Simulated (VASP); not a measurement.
# BeZn2S2O (P4/mmm) in VASP: further runs, part 2 of 3

VASP 6.6.1. The steps go on from the part before.

## (3) Single point, PBE

This run uses another cell than the first one, of 23.52 Å³/atom.

Contents of INCAR:

```
ALGO = Normal
EDIFF = 1E-6
ENCUT = 520
GGA = PE
ISIF = 2
ISMEAR = 0
LASPH = T
LCHARG = F
LREAL = F
LWAVE = F
NBANDS = 31
NELM = 100
PREC = Accurate
SIGMA = 0.1
```

Contents of KPOINTS:

```
k-points
0
Gamma
  4 4 4
```

Contents of POSCAR:

```
BeZn2S2O
1.0
    4.3469691282      0.0000000000      0.0000000000
    0.0000000000      4.3469691282      0.0000000000
    0.0000000000      0.0000000000      7.4692981397
Be Zn S O
1 2 2 1
Direct
    0.0000000000      0.0000000000      0.0000000000
    0.0000000000      0.5000000000      0.0000000000
    0.5000000000      0.0000000000      0.0000000000
    0.0000000000      0.0000000000      0.7564832813
    0.0000000000      0.0000000000      0.2435167187
    0.5000000000      0.5000000000      0.0000000000
```

Potentials or basis: VASP PAW PBE potentials, release 64 (Be, Zn, S, O).

The run is started by

```console
$ cat potpaw_PBE.64/Be/POTCAR potpaw_PBE.64/Zn/POTCAR potpaw_PBE.64/S/POTCAR potpaw_PBE.64/O/POTCAR > POTCAR
$ mpirun -np 1 vasp_std > vasp.out
```

OUTCAR:

```text
EDIFF = 1E-6
   ENCUT = 520
   GGA = PE
   ISIF = 2
   ISMEAR = 0
   LASPH = T
   LREAL = F
   NELM = 100
   PREC = Accurate

 ion  position               nearest neighbor table
   1  0.000  0.000  0.000-   4 1.82   5 1.82   2 2.17   3 2.17   2 2.17   3 2.17
   2  0.000  0.500  0.000-   1 2.17   6 2.17   1 2.17   6 2.17   5 2.83   4 2.83   5 2.83   4 2.83

   3  0.500  0.000  0.000-   1 2.17   6 2.17   6 2.17   1 2.17   5 2.83   4 2.83   4 2.83   5 2.83

   4  0.000  0.000  0.756-   1 1.82   2 2.83   3 2.83   2 2.83   3 2.83
   5  0.000  0.000  0.244-   1 1.82   2 2.83   3 2.83   2 2.83   3 2.83
   6  0.500  0.500  0.000-   2 2.17   3 2.17   3 2.17   2 2.17

  LATTYP: Found a simple tetragonal cell.
 ALAT       =     4.3469691282
 C/A-ratio  =     1.7182772455

  Lattice vectors:

 A1 = (   4.3469691282,   0.0000000000,   0.0000000000)
 A2 = (   0.0000000000,   4.3469691282,   0.0000000000)
 A3 = (   0.0000000000,   0.0000000000,   7.4692981397)

Analysis of symmetry for initial positions (statically):
=====================================================================
 Subroutine PRICEL returns:
 Original cell was already a primitive cell.
[... 175 lines left out ...]
 fundamental gap:      1.4565008579
 Fermi energy:        -0.4635555660

 k-point     1 :       0.0000    0.0000    0.0000
  band No.  band energies     occupation
      1     -17.1321      2.00000
      2     -12.8678      2.00000
      3     -12.4406      2.00000
      4      -7.6828      2.00000
      5      -7.2410      2.00000
      6      -7.1278      2.00000
[... 601 lines left out ...]
     30       8.5559      0.00000
     31       8.5559      0.00000

------------------------ aborting loop because EDIFF is reached ----------------------------------------

  FORCE on cell =-STRESS in cart. coord.  units (eV):
  Direction    XX          YY          ZZ          XY          YZ          ZX
  --------------------------------------------------------------------------------------
  -------------------------------------------------------------------------------------
  Total        0.0832612      0.0832612      0.0792304      0.0000000     -0.0000000      0.0000000
  in kB        0.9451490      0.9451490      0.8993935      0.0000000     -0.0000000      0.0000000
  external PRESSURE =       0.9298972 kB  Pullay stress =       0.0000000 kB

 VOLUME and BASIS-vectors are now :
 -----------------------------------------------------------------------------
  energy-cutoff  :      520.00
  volume of cell :      141.14
      direct lattice vectors                 reciprocal lattice vectors
     4.346969128  0.000000000  0.000000000     0.230045342  0.000000000  0.000000000
     0.000000000  4.346969128  0.000000000     0.000000000  0.230045342  0.000000000
     0.000000000  0.000000000  7.469298140     0.000000000  0.000000000  0.133881388

 POSITION                                       TOTAL-FORCE (eV/Angst)
 -----------------------------------------------------------------------------------
      0.00000      0.00000      0.00000         0.000000      0.000000      0.000000
      0.00000      2.17348      0.00000         0.000000      0.000000      0.000000
      2.17348      0.00000      0.00000         0.000000      0.000000      0.000000
      0.00000      0.00000      5.65040        -0.000000      0.000000      0.019330
      0.00000      0.00000      1.81890         0.000000      0.000000     -0.019330
      2.17348      2.17348      0.00000         0.000000      0.000000      0.000000
 -----------------------------------------------------------------------------------
    total drift:                                0.000000      0.000000     -0.000000

  FREE ENERGIE OF THE ION-ELECTRON SYSTEM (eV)
  ---------------------------------------------------
  free  energy   TOTEN  =       -20.5474477809 eV

  energy  without entropy=      -20.5474477809  energy(sigma->0) =      -20.54744778
```

Wall time 31 s (1 thread of Intel Xeon 6975P-C (Granite Rapids), shared host); peak memory 0.27 GiB.

Results:

```
Free energy            : -20.5474 eV
Pressure               : 0.1 GPa
Largest force          : 0.019 eV/Å
Band gap on the k mesh : 1.46 eV (least direct gap 1.75 eV)
```

Forces on the atoms (eV/Å):
```
Be   0.000  0.000  0.000
Zn   0.000  0.000  0.000
Zn   0.000  0.000  0.000
S    0.000  0.000  0.019
S    0.000  0.000 -0.019
O    0.000  0.000  0.000
```

Levels at points of the mesh, in eV from the valence-band top:
```csv
k point,band 18,band 19,band 20,band 21,band 22,band 23,band 24,band 25,band 26,band 27
"(0.00, 0.00, 0.00)",-1.06,-1.06,-0.84,-0.29,-0.29,1.46,1.64,3.72,3.72,5.89
"(0.50, 0.00, 0.00)",-2.05,-1.90,-1.50,-0.24,0.00,1.97,3.58,3.93,5.59,6.06
"(0.50, 0.50, 0.00)",-1.58,-1.58,-0.41,-0.25,-0.25,3.48,3.48,4.40,5.04,8.02
"(0.00, 0.00, 0.50)",-1.04,-1.04,-0.88,-0.38,-0.38,1.65,1.92,3.88,3.88,5.40
"(0.50, 0.00, 0.50)",-2.13,-2.03,-1.24,-0.31,-0.04,2.26,3.72,4.15,5.44,6.69
"(0.50, 0.50, 0.50)",-1.67,-1.67,-0.42,-0.17,-0.17,3.70,3.70,5.10,5.16,7.39
```

## (4) Single point, PBE

This run uses another cell than the first one, of 24.42 Å³/atom.

Contents of INCAR:

```
PREC     = Accurate       # precision mode
ENCUT    = 520            # plane-wave cutoff, eV
EDIFF    = 1E-6           # SCF threshold, eV
ISMEAR   = 0              # smearing method
SIGMA    = 0.02           # smearing width, eV
LREAL    = False          # projectors in reciprocal space
LASPH    = True           # aspherical terms in the spheres
NELM     = 100            # most SCF steps
ALGO     = Normal         # electronic algorithm
ISIF     = 2              # what is computed and relaxed
LWAVE    = False          # write WAVECAR
LCHARG   = True           # write CHGCAR
GGA      = PE             # functional
LELF     = True           # ELF
LVHAR    = True         
NBANDS   = 31             # bands
```

Contents of KPOINTS:

```
regular mesh
0
Gamma
  6 6 4
```

Contents of POSCAR:

```
BeZn2S2O
1.0
    4.3449798604      0.0000000000      0.0000000000
    0.0000000000      4.3449798604      0.0000000000
    0.0000000000      0.0000000000      7.7604783306
Be Zn S O
1 2 2 1
Direct
    0.0000000000      0.0000000000      0.0000000000
    0.0000000000      0.5000000000      0.0000000000
    0.5000000000      0.0000000000      0.0000000000
    0.0000000000      0.0000000000      0.7655276210
    0.0000000000      0.0000000000      0.2344723790
    0.5000000000      0.5000000000      0.0000000000
```

The run is started by

```console
$ cat potpaw_PBE.64/Be/POTCAR potpaw_PBE.64/Zn/POTCAR potpaw_PBE.64/S/POTCAR potpaw_PBE.64/O/POTCAR > POTCAR
$ mpirun -np 1 vasp_std > vasp.out
```

Run time: 53 s. Hardware: 1 thread of Intel Xeon 6975P-C (Granite Rapids), shared host; peak memory 0.32 GiB.

The run converged. Its results:

* Free energy: -20.5545 eV
* Pressure: 0.1 GPa
* Largest force: 0.017 eV/Å
* Band gap on the k mesh: 1.51 eV (least direct gap 1.81 eV)

Forces in eV/Å, atoms in the order of the input:
```
Be   0.000  0.000  0.000
Zn   0.000  0.000  0.000
Zn   0.000  0.000  0.000
S    0.000  0.000  0.017
S    0.000  0.000 -0.017
O    0.000  0.000  0.000
```

Stress tensor (GPa, compression positive):
```
 0.13  0.00  0.00
 0.00  0.13  0.00
 0.00  0.00 -0.09
```

Levels at points of the mesh, in eV from the valence-band top:
```tsv
k point	band 19	band 20	band 21	band 22	band 23	band 24	band 25	band 26
(0.00, 0.00, 0.00)	-1.05	-0.84	-0.30	-0.30	1.51	1.65	3.76	3.76
(0.50, 0.00, 0.00)	-1.99	-1.45	-0.24	0.00	2.01	3.61	3.96	5.58
(0.50, 0.50, 0.00)	-1.59	-0.41	-0.23	-0.23	3.52	3.52	4.47	5.07
(0.00, 0.00, 0.50)	-1.03	-0.87	-0.35	-0.35	1.66	1.87	3.86	3.86
(0.50, 0.00, 0.50)	-2.02	-1.28	-0.29	-0.03	2.23	3.70	4.14	5.47
(0.50, 0.50, 0.50)	-1.65	-0.41	-0.18	-0.18	3.68	3.68	5.00	5.16
```

A k mesh can miss the band edges.

[end of part 2 of 3]
